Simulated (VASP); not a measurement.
Set up this calculation in VASP 6.6.1, as the native input.

- Task: relaxation of cell and atoms
- Functional: PBE
- Potentials or basis: VASP PAW PBE potentials, release 64 (Na_pv, Zr_sv)
- Cutoff: 500 eV
- k mesh: 4 × 4 × 4
- Occupations: gaussian, width 0.1 eV
- Spin: no spin polarisation
- Dipole correction: no
- Further INCAR settings: ALGO = Normal; EDIFF = 1e-07; IBRION = 2; EDIFFG = -0.04; NSW = 90; ISIF = 3

The structure of NaZr3 lies in POSCAR:

```
NaZr3
1.0
    4.0791756713      0.0000000000      0.0000000000
    0.0000000000      4.0791756713      0.0000000000
    0.0000000000      0.0000000000      4.0791756713
Na Zr
1 3
Direct
    0.0000000000      0.0000000000      0.0000000000
    0.0000000000      0.5000000000      0.5000000000
    0.5000000000      0.0000000000      0.5000000000
    0.5000000000      0.5000000000      0.0000000000
```

One way to write it, as run:

INCAR

```
PREC     = Accurate       # precision mode
ENCUT    = 500            # plane-wave cutoff, eV
EDIFF    = 1E-7           # SCF threshold, eV
ISMEAR   = 0              # smearing method
SIGMA    = 0.1            # smearing width, eV
LREAL    = F              # projectors in reciprocal space
LASPH    = T              # aspherical terms in the spheres
NELM     = 120            # most SCF steps
ALGO     = Normal         # electronic algorithm
ISIF     = 3              # what is computed and relaxed
LWAVE    = F              # write WAVECAR
LCHARG   = F              # write CHGCAR
GGA      = PE             # functional
IBRION   = 2              # ionic algorithm
NSW      = 90             # ionic steps
EDIFFG   = -0.04          # ionic threshold
GGA_COMPAT= F            
NELMIN   = 4
```

KPOINTS

```
regular mesh
0
Gamma
  4 4 4
```

Potentials or basis: VASP PAW PBE potentials, release 64 (Na_pv, Zr_sv).

The run is started by

```bash
$ cat potpaw_PBE.64/Na_pv/POTCAR potpaw_PBE.64/Zr_sv/POTCAR > POTCAR
$ mpirun -np 1 vasp_std > vasp.out
```

It gave:

```
Relaxed volume                        : 23.26 Å³/atom
Relaxed cell                          : a = 4.532 Å, b = 4.532 Å, c = 4.532 Å, α = 90.00°, β = 90.00°, γ = 90.00°
Space group after relaxing (to 0.1 Å) : Pm-3m (No. 221)
Energy gained by relaxing             : 567.6 meV/atom
Ionic steps                           : 3
Pressure after relaxing               : 0.0 GPa
Band gap on the k mesh                : zero (an odd number of electrons rules out a gap without spin polarisation)
```

Caveat: the k points lie up to 0.35 Å⁻¹ apart in the final cell, too coarse for converged energies and pressures of a metal; the volume moved by over 15 % at a fixed basis, so the end points are rough.

Wall time 100 s on 1 thread of Intel Xeon 8259CL (shared host), peak memory 0.17 GiB.
